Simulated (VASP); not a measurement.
A run of VASP 6.6.1:

The input INCAR:

```
  PREC = Accurate
  ENCUT = 520
  EDIFF = 1E-7
  ISMEAR = -1
  SIGMA = 0.05
  LREAL = False
  LASPH = True
  NELM = 80
  ALGO = Normal
  ISIF = 2
  LWAVE = False
  LCHARG = False
  GGA = PE
  NBANDS = 21
```

KPOINTS

```
Automatic mesh
0
Gamma
  11 11 6
```

The input POSCAR:

```
CoSi
1.0
    3.3799025570      0.0000000000      0.0000000000
   -1.6899512785      2.9270814767      0.0000000000
    0.0000000000      0.0000000000      5.0236242146
Co Si
2 2
Direct
    0.0000000000      0.0000000000      0.0000000000
    0.0000000000      0.0000000000      0.5000000000
    0.3333333333      0.6666666667      0.2500000000
    0.6666666667      0.3333333333      0.7500000000
```

Potentials or basis: VASP PAW PBE potentials, release 64 (Co, Si).

The run is started by

```console
$ cat potpaw_PBE.64/Co/POTCAR potpaw_PBE.64/Si/POTCAR > POTCAR
$ mpirun -np 1 vasp_std > vasp.out
```

Hardware: 1 thread of Intel(R) Xeon(R) 6975P-C (Granite Rapids), on a shared host.

Problem. How long does it take, and how much memory?

Solution. Run time: 34 s on 1 thread of Intel(R) Xeon(R) 6975P-C (Granite Rapids), with other jobs on the host, peak memory 0.21 GiB. Counts: scf iterations 16, k points 64.
